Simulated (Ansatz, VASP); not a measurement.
## MgI2 in VASP and in Ansatz

```
I Mg
1.0
     4.11702    0.00000    0.00000
    -2.05851    3.56545    0.00000
     0.00000    0.00000   30.60000
I Mg
2 1
Cartesian
  0.0000 2.3770 7.0084
  2.0585 1.1885 10.3916
  0.0000 0.0000 8.7000
```

Alike in both runs: functional revPBE; dispersion D3(BJ); k mesh 12 × 12 × 1; occupations gaussian, width 0.03 eV; no spin polarisation.

Ansatz relaxed the structure, and its values are those at the end. VASP's run is a single point on that final structure, the one shown.

```csv
,VASP,Ansatz
version,VASP 6.6.1,Ansatz 0.2.0
potentials or method,"VASP PAW PBE potentials, release 64 (I, Mg), cutoff 520 eV","scalar-relativistic, plane waves, PAW"
valence electrons in the cell,16,44
```

Ansatz gave:

```
gap on the k mesh at the Fermi level (eV) : 3.73
least direct gap on the mesh (eV)         : 4.20
rms of the force components (eV/Å)        : 0.000
```

What did VASP give for the same quantities?

gap on the k mesh at the Fermi level (eV): 3.71; least direct gap on the mesh (eV): 4.19; rms of the force components (eV/Å): 0.006.

VASP's potentials were made for PBE, not for revPBE. VASP's potentials hold 16 valence electrons a cell and Ansatz's 44, so a difference there can come from the potentials and not from the codes. Ansatz's warnings: slab cell height set, structure snapped to symmetry, xc potential rough in thin density.

Spin-orbit coupling is off throughout.
